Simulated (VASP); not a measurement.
**Ni: relaxation of cell and atoms with PBEsol**

Ni:

```xyz
1
Lattice="0.0000 1.7330 1.7330 1.7330 0.0000 1.7330 1.7330 1.7330 0.0000" Properties=species:S:1:pos:R:3 pbc="T T T"
Ni    0.0000    0.0000    0.0000
```

- Program: VASP 6.6.1
- Task: relaxation of cell and atoms
- Functional: PBEsol
- Potentials or basis: VASP PAW PBE potentials, release 64 (Ni)
- Cutoff: 600 eV
- k mesh: 20 × 20 × 20
- Occupations: gaussian, width 0.1 eV
- Spin: collinear spin, ferromagnetic start
- Starting moments: [0.83] μB
- Dipole correction: no
- Further INCAR settings: ALGO = Fast; EDIFF = 1e-07; IBRION = 2; EDIFFG = -0.01; NSW = 80; ISIF = 3

```yaml
Relaxed_volume: 10.38 Å³/atom
Relaxed_cell: a = 2.448 Å, b = 2.448 Å, c = 2.448 Å, α = 60.00°, β = 60.00°, γ = 60.00°
Space_group_after_relaxing_to_0.05_Å: Fm-3m (No. 225)
Energy_gained_by_relaxing: 0.1 meV/atom
Ionic_steps: 3
Pressure_after_relaxing: 0.0 GPa
Net_moment: 0.62 μB per cell
Site_moments: Ni +0.63 μB
Valence_electrons_inside_the_program's_atomic_spheres: Ni 9.40
```

Final structure:
```
CELL_PARAMETERS angstrom
0.00000 1.73115 1.73115
1.73115 0.00000 1.73115
1.73115 1.73115 0.00000
ATOMIC_POSITIONS crystal
Ni 0.00000 0.00000 0.00000
```

Levels at points of the mesh, in eV from the Fermi level:
Spin up:
```
           k point  band 3  band 4  band 5  band 6  band 7  band 8
(0.00, 0.00, 0.00)   -2.55   -2.55   -1.30   -1.30   24.10   28.31
(0.50, 0.00, 0.00)   -2.55   -0.58   -0.58   -0.43    5.99   22.57
(0.50, 0.50, 0.00)   -0.54   -0.43   -0.43    2.42    9.62   15.21
```
Spin down:
```tsv
k point	band 3	band 4	band 5	band 6	band 7	band 8
(0.00, 0.00, 0.00)	-1.83	-1.83	-0.69	-0.69	23.99	28.31
(0.50, 0.00, 0.00)	-1.93	-0.46	0.16	0.16	6.41	22.47
(0.50, 0.50, 0.00)	0.10	0.40	0.40	2.41	9.89	15.24
```

It took 83 s on 1 thread of Intel(R) Xeon(R) Platinum 8375C CPU @ 2.90GHz (Ice Lake), on a shared host, peak memory 0.18 GiB.

Caveat: the PAW data sets were made with another functional, which shifts forces and pressure a little.
